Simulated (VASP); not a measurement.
Ta:

```
Ta
1.0
     2.86117    0.00000    0.00000
    -1.43059    2.47785    0.00000
     0.00000    0.00000    5.09645
Ta
2
Direct
  0.33333 0.66667 0.25000
  0.66667 0.33333 0.75000
```

Base run:

* Program: VASP 6.6.1
* Functional: PBE
* Potentials or basis: VASP PAW PBE potentials, release 64 (Ta_pv)
* Cutoff: 520 eV
* k mesh: 11 × 11 × 5
* Occupations: fermi-dirac, width 0.05 eV
* Spin: no spin polarisation

Its results: band gap on the k mesh zero (band 11 reaches 6.91 eV, above the bottom of band 12 at 5.33 eV); pressure 7.4 GPa.

Task: After a change of settings the same cell gave: band gap on the k mesh zero (band 11 reaches 6.76 eV, above the bottom of band 12 at 5.16 eV); pressure 0.5 GPa. Which change was it?
A. functional from PBE to r2SCAN; further incar settings from ALGO = Fast; EDIFF = 1e-07; NBANDS = 18 to ALGO = Normal; EDIFF = 1e-07; NBANDS = 18
B. further incar settings from ALGO = Fast; EDIFF = 1e-07; NBANDS = 18 to ALGO = Normal; EDIFF = 1e-07; NBANDS = 18
C. functional from PBE to PBEsol

Result: C.

PBEsol binds more tightly than PBE, so the same cell stands under less pressure.

Caveats: spin-orbit coupling is left out, which moves the levels of the heavy elements; the PAW data sets were made with another functional, which shifts forces and pressure a little (some runs).
